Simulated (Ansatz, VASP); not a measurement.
**FeCo in VASP and in Ansatz**

File INCAR:

```
SYSTEM = FeCo
PREC = Accurate
ENCUT = 600
EDIFF = 1E-6
ISMEAR = 0
SIGMA = 0.05
LREAL = .FALSE.
LASPH = .TRUE.
NELM = 200
ALGO = Normal
ISIF = 2
LWAVE = .FALSE.
LCHARG = .FALSE.
LNONCOLLINEAR = .TRUE.
MAGMOM = -1.14 -2.027 0.593 2.283 0.762 1.431
LORBIT = 11
LMAXMIX = 4
GGA = PE
ISYM = -1
NBANDS = 29
GGA_COMPAT = .FALSE.
```

KPOINTS

```
regular mesh
0
G
  2 2 2
  0 0 0
```

File POSCAR:

```
FeCo
1.0
    2.7774000000      0.0000000000      0.0000000000
    0.0000000000      2.7774000000      0.0000000000
    0.0000000000      0.0000000000      2.7774000000
Co Fe
1 1
Direct
    0.0000000000      0.0000000000      0.0000000000
    0.5000000000      0.5000000000      0.5000000000
```

Input for Ansatz:

```yaml
crystal:
  atoms:
    - { position: [0, 0, 0], spin: 2.4, spin_axis: [-0.475, -0.845, 0.247], symbol: Co }
    - { position: [0.5, 0.5, 0.5], spin: 2.8, spin_axis: [0.815, 0.272, 0.511], symbol: Fe }
  lattice:
    - [2.7774, 0, 0]
    - [0, 2.7774, 0]
    - [0, 0, 2.7774]
  symmetry: { detect: false }
hamiltonian:
  pseudopotentials: { kind: paw }
  xc: pbe
kpoints:
  mp_grid: { grid: [2, 2, 2] }
magnetization:
  noncollinear: true
scf:
  occupations: { method: gaussian, width: "0.05 eV" }
```

Alike in both runs: task single point; functional PBE; k mesh 2 × 2 × 2; non-collinear spin.

|  | VASP | Ansatz |
| --- | --- | --- |
| version | VASP 6.6.1 | Ansatz development build ahead of 0.2.0 |
| potentials or method | VASP PAW PBE potentials, release 64 (Co, Fe) | PAW (an earlier, plane waves, scalar-relativistic |
| plane-wave cutoff (eV) | 600 | 900 |
| occupations | gaussian, width 0.05 eV | gaussian |

|  | VASP | Ansatz | Ansatz less VASP |
| --- | --- | --- | --- |
| net moment per atom (μB) | 2.13 | 2.12 | 0.000 |
| size of the moment on the site where the two differ most (μB) | 1.76 | 1.83 | +0.069 |

Site moments also hang on the region over which each program counts them. Ansatz's warnings: seeded moment not kept.

The k mesh is coarse, so the values compare programs but aren't converged.
